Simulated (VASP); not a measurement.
Runs of VASP 6.6.1 on GaN (rocksalt type). The structure is that of space group Fm-3m (No. 225), or close to it. The cells are those of the table. 

```csv
task,cell,cutoff (eV),smearing,gap on the mesh (eV),pressure (GPa)
electric field gradients,"a = 3.018, b = 3.018, c = 2.988 Å, angles 60.3, 60.3, 60.7°, 2 atoms",520,fermi-dirac 0.05 eV,0.42,0.8
electric field gradients,"a = 3.018 Å, angles 60.0°, 2 atoms",520,fermi-dirac 0.05 eV,0.53,(a)
single point,"a = 2.973, b = 2.973, c = 2.928 Å, angles 60.5, 60.5, 59.0°, 2 atoms",520,fermi-dirac 0.05 eV,0.77,16.0
single point,"a = 3.018 Å, angles 60.0°, 2 atoms",520,fermi-dirac 0.05 eV,0.53,0.8
electric field gradients,"a = 2.973, b = 2.973, c = 2.928 Å, angles 60.5, 60.5, 59.0°, 2 atoms",520,fermi-dirac 0.05 eV,0.77,16.0
single point,"a = 3.018 Å, angles 60.0°, 2 atoms",520,fermi-dirac 0.15 eV,0.53,0.9
relaxation of cell and atoms,"relaxed from a = 3.157 Å, angles 60.0°, 2 atoms",600,fermi-dirac 0.05 eV,0.51,0.1
single point,"a = 3.018, b = 3.018, c = 2.988 Å, angles 60.3, 60.3, 60.7°, 2 atoms",520,fermi-dirac 0.05 eV,0.42,0.8
```

Alike in all rows: level PBE; potentials or basis VASP PAW PBE potentials, release 64 (Ga_d, N); no spin polarisation; k mesh 13 × 13 × 13.

Q: Fill in the values left out.

A: (a) 2.3.

A k mesh can miss the band edges, and the runs leave out spin-orbit coupling on Ga.
